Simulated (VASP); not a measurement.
# BiTe (I4/mmm) in VASP: notebook

BiTe is run at these levels: PBEsol; tasks: single point.

All numbers are computed with VASP 6.6.1; they aren't measurements. Logs are shortened: lines on timing, memory, paths and dates and some standing lists are left out, and cuts for length are marked.

### Step 1. The cell of the first run

It takes space group I4/mmm (No. 139, tetragonal). Conventional cell: a = 4.521 Å, b = 4.521 Å, c = 6.586 Å, α = 90.00°, β = 90.00°, γ = 90.00°. Bi (site symmetry 4/mmm) has 6 Te at 3.20 to 3.29 Å within 4.2 Å. Within 4.2 Å of Te (site symmetry 4/mmm) lie 6 Bi at 3.20 to 3.29 Å.

### Step 2. Single point, PBEsol (strain +0.000 along x and y, +0.030 along z)

INCAR reads:

```
  PREC = Accurate
  ENCUT = 500
  EDIFF = 1E-6
  ISMEAR = 0
  SIGMA = 0.15
  LREAL = F
  LASPH = T
  NELM = 120
  ALGO = Normal
  ISIF = 2
  LWAVE = F
  LCHARG = T
  GGA = PS
  LELF = T
  LVHAR = T
  NBANDS = 18
  GGA_COMPAT = F
```

KPOINTS reads:

```
Automatic mesh
0
Gamma
  16 16 16
```

POSCAR reads:

```
BiTe
1.0
    0.0000000000      3.1971538277      3.2930684425
    3.1971538277      0.0000000000      3.2930684425
    3.1971538277      3.1971538277      0.0000000000
Bi Te
1 1
Direct
    0.0000000000      0.0000000000      0.0000000000
    0.5000000000      0.5000000000      0.5000000000
```

Potentials or basis: VASP PAW PBE potentials, release 64 (Bi_d, Te).

Started as:

```sh
cat potpaw_PBE.64/Bi_d/POTCAR potpaw_PBE.64/Te/POTCAR > POTCAR
mpirun -np 1 vasp_std > vasp.out
```

OUTCAR:

```text
PREC = Accurate
   ENCUT = 500
   EDIFF = 1E-6
   ISMEAR = 0
   LREAL = F
   LASPH = T
   NELM = 120
   ISIF = 2
   GGA = PS

 ion  position               nearest neighbor table
   1  0.000  0.000  0.000-   2 3.20   2 3.20   2 3.20   2 3.20   2 3.29   2 3.29
   2  0.500  0.500  0.500-   1 3.20   1 3.20   1 3.20   1 3.20   1 3.29   1 3.29

  LATTYP: Found a body centered tetragonal cell.
 ALAT       =     4.5214583041
 C/A-ratio  =     1.4566399692

  Lattice vectors:

 A1 = (  -3.1971538277,   0.0000000000,   3.2930684425)
 A2 = (   3.1971538277,   0.0000000000,   3.2930684425)
 A3 = (   0.0000000000,   3.1971538277,  -3.2930684425)

Analysis of symmetry for initial positions (statically):
=====================================================================
 Subroutine PRICEL returns:
 Original cell was already a primitive cell.

 Routine SETGRP: Setting up the symmetry group for a
 body centered tetragonal supercell.

 Subroutine GETGRP returns: Found 16 space group operations
 (whereof 16 operations were pure point group operations)
 out of a pool of 16 trial point group operations.

The static configuration has the point symmetry D_4h.

Analysis of symmetry for dynamics (positions and initial velocities):
=====================================================================
 Subroutine PRICEL returns:
 Original cell was already a primitive cell.

 Routine SETGRP: Setting up the symmetry group for a
 body centered tetragonal supercell.

 Subroutine GETGRP returns: Found 16 space group operations
 (whereof 16 operations were pure point group operations)
 out of a pool of 16 trial point group operations.

The dynamic configuration has the point symmetry D_4h.

 Subroutine INISYM returns: Found 16 space group operations
 (whereof 16 operations are pure point group operations),
 and found     1 'primitive' translations

----------------------------------------------------------------------------------------

                                     Primitive cell

  volume of cell :      67.3221

  direct lattice vectors                    reciprocal lattice vectors
     0.000000000  3.197153828  3.293068443    -0.156389097  0.156389097  0.151834075
     3.197153828  0.000000000  3.293068443     0.156389097 -0.156389097  0.151834075
     3.197153828  3.197153828  0.000000000     0.156389097  0.156389097 -0.151834075

  length of vectors
     4.589781298  4.589781298  4.521458304     0.268269800  0.268269800  0.268269800

  position of ions in fractional coordinates (direct lattice)
[... 79 lines left out ...]
   EDIFF  = 0.1E-05   stopping-criterion for ELM
   LREAL  =      F    real-space projection
   EDIFFG = 0.1E-04   stopping-criterion for IOM
   NSW    =      0    number of steps for IOM
   IBRION =     -1    ionic relax: 0-MD 1-quasi-New 2-CG
   NFREE  =      0    steps in history (QN), initial steepest desc. (CG)
   ISIF   =      2    stress and relaxation
   ISYM   =      2    0-nonsym 1-usesym 2-fastsym
   POTIM  = 0.5000    time-step for ionic-motion
   TEBEG  =    0.0;   TEEND  =   0.0 temperature during run
   PSTRESS=    0.0 pullay stress
   NELECT =      21.0000    total number of electrons
   NUPDOWN=      -1.0000    fix difference up-down
   EMIN   =  10.00;   EMAX   =-10.00  energy-range for DOS
   EFERMI =   0.00;   METHOD = LEGACY
   ISMEAR =     0;   SIGMA  =   0.15  broadening in eV -4-tet -1-fermi 0-gaus
   EFERMI_NEDOS =   21; number of points for ismear=-14 and -15
   IALGO  =     38    algorithm
   IMIX   =      4    mixing-type and parameters
     AMIX     =   0.40;   BMIX     =  1.00
     AMIX_MAG =   1.60;   BMIX_MAG =  1.00
  volume/ion in A,a.u.               =      33.66       227.16
  Fermi-wavevector in a.u.,A,eV,Ry     =   1.110270  2.098106 16.771899  1.232700
  Thomas-Fermi vector in A             =   2.246820
   LORBIT       =      0    0 simple, 1 ext, 2 COOP (PROOUT), +10 PAW based schemes
   GGA     = PS    functional components
   LHFCALC =     F    Hartree Fock is set to
   AEXX    =    0.0000 exact exchange contribution
   IVDW    =     0    specifies the selected vdW correction
   LEPSILON=     F    determine dielectric tensor
   LRPA    =     F    only Hartree local field effects (RPA)
 non-spin polarized calculation
 Gauss-broadening in eV      SIGMA  =   0.15
  energy-cutoff  :      500.00
  volume of cell :       67.32
 maximum number of plane-waves:      1733
 NGX is ok and might be reduce to    36
   NGX = 17   NGY = 17   NGZ = 17

 number of electron      20.9999999 magnetization

 Free energy of the ion-electron system (eV)
  ---------------------------------------------------
  ext. energy  EPLUGINS =         0.00000000
  ---------------------------------------------------
  free energy    TOTEN  =        -7.97566850 eV

  energy without entropy =       -7.95937664  energy(sigma->0) =       -7.96752257

 E-fermi :   6.5541     XC(G=0):  -9.6178

 val. band max:        6.5533229388   @ k =   0.2500   0.0000   0.0625
 cond. band min:       6.5584385391   @ k =  -0.3125   0.3125   0.1875
 fundamental gap:      0.0051156003
 Fermi energy:         6.5540646185

 k-point     1 :       0.0000    0.0000    0.0000
  band No.  band energies     occupation
      1     -16.5134      2.00000
      2     -16.5080      2.00000
      3     -16.4956      2.00000
      4     -16.4948      2.00000
      5     -16.4948      2.00000
      6      -7.0227      2.00000
[... 481 lines left out ...]
      5     -16.4944      2.00000
      6      -6.9250      2.00000
[... 10 lines left out ...]
     17      12.5649      0.00000
     18      13.7502      0.00000

 [... further k-points ...]

------------------------ aborting loop because EDIFF is reached ----------------------------------------

  FORCE on cell =-STRESS in cart. coord.  units (eV):
  Direction    XX          YY          ZZ          XY          YZ          ZX
  --------------------------------------------------------------------------------------
  -------------------------------------------------------------------------------------
  Total       -0.2454937     -0.2454937     -1.2404152      0.0000000      0.0000000      0.0000000
  in kB       -5.8424237     -5.8424237    -29.5202372      0.0000000      0.0000000      0.0000000
  external PRESSURE =     -13.7350282 kB  Pullay stress =       0.0000000 kB

 VOLUME and BASIS-vectors are now :
 -----------------------------------------------------------------------------
  energy-cutoff  :      500.00
  volume of cell :       67.32
      direct lattice vectors                 reciprocal lattice vectors
     0.000000000  3.197153828  3.293068443    -0.156389097  0.156389097  0.151834075
     3.197153828  0.000000000  3.293068443     0.156389097 -0.156389097  0.151834075
     3.197153828  3.197153828  0.000000000     0.156389097  0.156389097 -0.151834075

 POSITION                                       TOTAL-FORCE (eV/Angst)
 -----------------------------------------------------------------------------------
      0.00000      0.00000      0.00000        -0.000000      0.000000      0.000000
      3.19715      3.19715      3.29307         0.000000     -0.000000     -0.000000
 -----------------------------------------------------------------------------------
    total drift:                               -0.000000      0.000000      0.000000

  FREE ENERGIE OF THE ION-ELECTRON SYSTEM (eV)
  ---------------------------------------------------
  free  energy   TOTEN  =        -7.9756684989 eV

  energy  without entropy=       -7.9593766392  energy(sigma->0) =       -7.96752257
```

OSZICAR:

```text
N       E                     dE             d eps       ncg     rms          rms(c)
DAV:   1     0.156519779621E+03    0.15652E+03   -0.95832E+03 12588   0.109E+03
DAV:   2     0.371175543561E+01   -0.15281E+03   -0.14892E+03 13590   0.302E+02
DAV:   3    -0.767386196639E+01   -0.11386E+02   -0.11263E+02 15426   0.875E+01
DAV:   4    -0.798902857946E+01   -0.31517E+00   -0.31455E+00 15364   0.157E+01
DAV:   5    -0.800272938598E+01   -0.13701E-01   -0.13700E-01 17520   0.305E+00    0.662E+00
DAV:   6    -0.797541125742E+01    0.27318E-01   -0.80941E-02 18080   0.192E+00    0.409E+00
DAV:   7    -0.797617409919E+01   -0.76284E-03   -0.23597E-02 14924   0.901E-01    0.468E-01
DAV:   8    -0.797561524362E+01    0.55886E-03   -0.41581E-03 16166   0.466E-01    0.961E-02
DAV:   9    -0.797566980333E+01   -0.54560E-04   -0.37759E-04 14020   0.121E-01    0.368E-02
DAV:  10    -0.797567024321E+01   -0.43988E-06   -0.13562E-05 16838   0.206E-02    0.264E-02
DAV:  11    -0.797566906118E+01    0.11820E-05   -0.23973E-06 12892   0.837E-03    0.590E-03
DAV:  12    -0.797566849886E+01    0.56232E-06   -0.44582E-07  7292   0.600E-03
   1 F= -.79756685E+01 E0= -.79675226E+01  d E =-.162919E-01
```

stdout:

```text
POSCAR found type information on POSCAR BiTe
 POSCAR found :  2 types and       2 ions
 scaLAPACK will be used
 -----------------------------------------------------------------------------
|                                                                             |
|                                                                             |
|     You enforced a specific xc type in the INCAR file but a different       |
|     I HOPE YOU KNOW WHAT YOU ARE DOING!                                     |
|                                                                             |
 -----------------------------------------------------------------------------

 LDA part: xc-table for (Slater+PW92), standard interpolation
 POSCAR, INCAR and KPOINTS ok, starting setup
 FFT: planning ... GRIDC
 FFT: planning ... GRID_SOFT
 FFT: planning ... GRID
 WAVECAR not read
 entering main loop
```

It took 3.1 min on 1 thread of AMD EPYC 9R45 (Zen 5), shared host; peak memory 0.48 GiB.

Results:

- Free energy: -7.9757 eV
- Pressure: -1.4 GPa
- Band gap on the k mesh: zero (an odd number of electrons rules out a gap without spin polarisation)

Levels at points of the mesh, in eV from the Fermi level:
```tsv
k point	band 6	band 7	band 8	band 9	band 10	band 11	band 12	band 13	band 14	band 15
(0.00, 0.00, 0.00)	-13.58	-8.11	-2.67	-2.67	-2.28	1.72	2.39	2.39	4.48	4.71
(0.50, 0.00, 0.00)	-11.60	-11.28	-1.95	-1.88	-1.58	-0.89	-0.63	-0.60	7.25	7.73
(0.50, 0.50, 0.00)	-11.99	-9.74	-5.64	-4.01	-4.01	2.20	3.70	3.70	4.72	8.73
(0.50, 0.00, 0.50)	-11.69	-10.06	-5.75	-4.24	-3.86	2.14	3.24	3.95	5.15	8.57
```

Caveat: the cell differs from its parent crystal (strain +0.000 along x and y, +0.030 along z); the PAW data sets were made with another functional, which shifts forces and pressure a little; spin-orbit coupling is left out, which moves the levels of the heavy elements; an odd number of electrons without spin polarisation forces a metal; a magnetic or distorted state may lie lower.

### Step 3. Single point, PBEsol (strain +0.015 along x and y, +0.000 along z)

INCAR reads:

```
SYSTEM = BiTe
PREC = Accurate
ENCUT = 500
EDIFF = 1E-6
ISMEAR = 0
SIGMA = 0.15
LREAL = .False.
LASPH = .True.
NELM = 120
ALGO = Normal
ISIF = 2
LWAVE = .False.
LCHARG = .False.
GGA = PS
NBANDS = 18
GGA_COMPAT = .False.
```

KPOINTS reads:

```
regular mesh
0
Gamma
  16 16 16
  0 0 0
```

POSCAR reads:

```
BiTe
1.0
    0.0000000000      3.2451111351      3.1971538277
    3.2451111351      0.0000000000      3.1971538277
    3.2451111351      3.2451111351      0.0000000000
Bi Te
1 1
Direct
    0.0000000000      0.0000000000      0.0000000000
    0.5000000000      0.5000000000      0.5000000000
```

Potentials or basis: VASP PAW PBE potentials, release 64 (Bi_d, Te).

Started as:

```sh
cat potpaw_PBE.64/Bi_d/POTCAR potpaw_PBE.64/Te/POTCAR > POTCAR
mpirun -np 1 vasp_std > vasp.out
```

OUTCAR:

```text
SYSTEM = BiTe
   PREC = Accurate
   ENCUT = 500
   EDIFF = 1E-6
   ISMEAR = 0
   LREAL = .False.
   LASPH = .True.
   NELM = 120
   ISIF = 2
   GGA = PS

 ion  position               nearest neighbor table
   1  0.000  0.000  0.000-   2 3.20   2 3.20   2 3.25   2 3.25   2 3.25   2 3.25
   2  0.500  0.500  0.500-   1 3.20   1 3.20   1 3.25   1 3.25   1 3.25   1 3.25

  LATTYP: Found a body centered tetragonal cell.
 ALAT       =     4.5892801787
 C/A-ratio  =     1.3933138546

  Lattice vectors:

 A1 = (   0.0000000000,  -3.2451111351,  -3.1971538277)
 A2 = (   0.0000000000,   3.2451111351,  -3.1971538277)
 A3 = (   3.2451111351,   0.0000000000,   3.1971538277)

Analysis of symmetry for initial positions (statically):
=====================================================================
 Subroutine PRICEL returns:
 Original cell was already a primitive cell.

 Routine SETGRP: Setting up the symmetry group for a
 body centered tetragonal supercell.

 Subroutine GETGRP returns: Found 16 space group operations
 (whereof 16 operations were pure point group operations)
 out of a pool of 16 trial point group operations.

The static configuration has the point symmetry D_4h.

Analysis of symmetry for dynamics (positions and initial velocities):
=====================================================================
 Subroutine PRICEL returns:
 Original cell was already a primitive cell.

 Routine SETGRP: Setting up the symmetry group for a
 body centered tetragonal supercell.

 Subroutine GETGRP returns: Found 16 space group operations
 (whereof 16 operations were pure point group operations)
 out of a pool of 16 trial point group operations.

The dynamic configuration has the point symmetry D_4h.

 Subroutine INISYM returns: Found 16 space group operations
 (whereof 16 operations are pure point group operations),
 and found     1 'primitive' translations

----------------------------------------------------------------------------------------

[... 111 lines left out ...]
     AMIX     =   0.40;   BMIX     =  1.00
     AMIX_MAG =   1.60;   BMIX_MAG =  1.00
  volume/ion in A,a.u.               =      33.67       227.21
  Fermi-wavevector in a.u.,A,eV,Ry     =   1.110189  2.097954 16.769456  1.232520
  Thomas-Fermi vector in A             =   2.246738
   LORBIT       =      0    0 simple, 1 ext, 2 COOP (PROOUT), +10 PAW based schemes
   GGA     = PS    functional components
   LHFCALC =     F    Hartree Fock is set to
   AEXX    =    0.0000 exact exchange contribution
   IVDW    =     0    specifies the selected vdW correction
   LEPSILON=     F    determine dielectric tensor
   LRPA    =     F    only Hartree local field effects (RPA)
 non-spin polarized calculation
 Gauss-broadening in eV      SIGMA  =   0.15
  energy-cutoff  :      500.00
  volume of cell :       67.34
 maximum number of plane-waves:      1736
 NGX is ok and might be reduce to    36
   NGX = 17   NGY = 17   NGZ = 17

 number of electron      21.0000000 magnetization

 Free energy of the ion-electron system (eV)
  ---------------------------------------------------
  ext. energy  EPLUGINS =         0.00000000
  ---------------------------------------------------
  free energy    TOTEN  =        -7.98288636 eV

  energy without entropy =       -7.96670889  energy(sigma->0) =       -7.97479763

 E-fermi :   6.5480     XC(G=0):  -9.6178

 val. band max:        6.5459700186   @ k =  -0.2500   0.0000   0.2500
 cond. band min:       6.5551342571   @ k =   0.2500   0.0625   0.0000
 fundamental gap:      0.0091642385
 Fermi energy:         6.5480224793

 k-point     1 :       0.0000    0.0000    0.0000
  band No.  band energies     occupation
      1     -16.5106      2.00000
      2     -16.5026      2.00000
      3     -16.5026      2.00000
      4     -16.4995      2.00000
      5     -16.4947      2.00000
      6      -7.0184      2.00000
[... 481 lines left out ...]
      5     -16.4940      2.00000
      6      -6.9265      2.00000
[... 10 lines left out ...]
     17      13.1472      0.00000
     18      13.6614      0.00000

 [... further k-points ...]

------------------------ aborting loop because EDIFF is reached ----------------------------------------

  FORCE on cell =-STRESS in cart. coord.  units (eV):
  Direction    XX          YY          ZZ          XY          YZ          ZX
  --------------------------------------------------------------------------------------
  -------------------------------------------------------------------------------------
  Total       -0.7768686     -0.7768686     -0.2730256      0.0000000      0.0000000      0.0000000
  in kB      -18.4844042    -18.4844042     -6.4962283      0.0000000      0.0000000      0.0000000
  external PRESSURE =     -14.4883456 kB  Pullay stress =       0.0000000 kB

 VOLUME and BASIS-vectors are now :
 -----------------------------------------------------------------------------
  energy-cutoff  :      500.00
  volume of cell :       67.34
      direct lattice vectors                 reciprocal lattice vectors
     0.000000000  3.245111135  3.197153828    -0.154077928  0.154077928  0.156389097
     3.245111135  0.000000000  3.197153828     0.154077928 -0.154077928  0.156389097
     3.245111135  3.245111135  0.000000000     0.154077928  0.154077928 -0.156389097

 POSITION                                       TOTAL-FORCE (eV/Angst)
 -----------------------------------------------------------------------------------
      0.00000      0.00000      0.00000        -0.000000      0.000000     -0.000000
      3.24511      3.24511      3.19715         0.000000     -0.000000      0.000000
 -----------------------------------------------------------------------------------
    total drift:                               -0.000000      0.000000      0.000000

  FREE ENERGIE OF THE ION-ELECTRON SYSTEM (eV)
  ---------------------------------------------------
  free  energy   TOTEN  =        -7.9828863643 eV

  energy  without entropy=       -7.9667088907  energy(sigma->0) =       -7.97479763
```

OSZICAR:

```text
N       E                     dE             d eps       ncg     rms          rms(c)
DAV:   1     0.156134078811E+03    0.15613E+03   -0.96295E+03 12564   0.109E+03
DAV:   2     0.374089130379E+01   -0.15239E+03   -0.14842E+03 13500   0.300E+02
DAV:   3    -0.767583000689E+01   -0.11417E+02   -0.11290E+02 15314   0.875E+01
DAV:   4    -0.799583052426E+01   -0.32000E+00   -0.31890E+00 15326   0.157E+01
DAV:   5    -0.800967333931E+01   -0.13843E-01   -0.13842E-01 17362   0.309E+00    0.663E+00
DAV:   6    -0.798260678649E+01    0.27067E-01   -0.80457E-02 18102   0.190E+00    0.410E+00
DAV:   7    -0.798340162367E+01   -0.79484E-03   -0.23782E-02 14742   0.908E-01    0.461E-01
DAV:   8    -0.798283317146E+01    0.56845E-03   -0.41937E-03 16164   0.469E-01    0.964E-02
DAV:   9    -0.798288788146E+01   -0.54710E-04   -0.38205E-04 13928   0.121E-01    0.372E-02
DAV:  10    -0.798288811977E+01   -0.23832E-06   -0.14114E-05 16830   0.212E-02    0.261E-02
DAV:  11    -0.798288698198E+01    0.11378E-05   -0.24091E-06 12992   0.825E-03    0.667E-03
DAV:  12    -0.798288636429E+01    0.61769E-06   -0.39609E-07  7276   0.569E-03
   1 F= -.79828864E+01 E0= -.79747976E+01  d E =-.161775E-01
```

stdout:

```text
POSCAR found type information on POSCAR BiTe
 POSCAR found :  2 types and       2 ions
 scaLAPACK will be used
 -----------------------------------------------------------------------------
|                                                                             |
|                                                                             |
|     You enforced a specific xc type in the INCAR file but a different       |
|     I HOPE YOU KNOW WHAT YOU ARE DOING!                                     |
|                                                                             |
 -----------------------------------------------------------------------------

 LDA part: xc-table for (Slater+PW92), standard interpolation
 POSCAR, INCAR and KPOINTS ok, starting setup
 FFT: planning ... GRIDC
 FFT: planning ... GRID_SOFT
 FFT: planning ... GRID
 WAVECAR not read
 entering main loop
```

Run time: 2.9 min. Hardware: 1 thread of AMD EPYC 9R45 (Zen 5), shared host; peak memory 0.48 GiB.

What came out:

| Property | Result |
| --- | --- |
| Free energy | -7.9829 eV |
| Pressure | -1.4 GPa |
| Band gap on the k mesh | zero (an odd number of electrons rules out a gap without spin polarisation) |

Caveat: the cell differs from its parent crystal (strain +0.015 along x and y, +0.000 along z); the PAW data sets were made with another functional, which shifts forces and pressure a little; spin-orbit coupling is left out, which moves the levels of the heavy elements; an odd number of electrons without spin polarisation forces a metal; a magnetic or distorted state may lie lower.
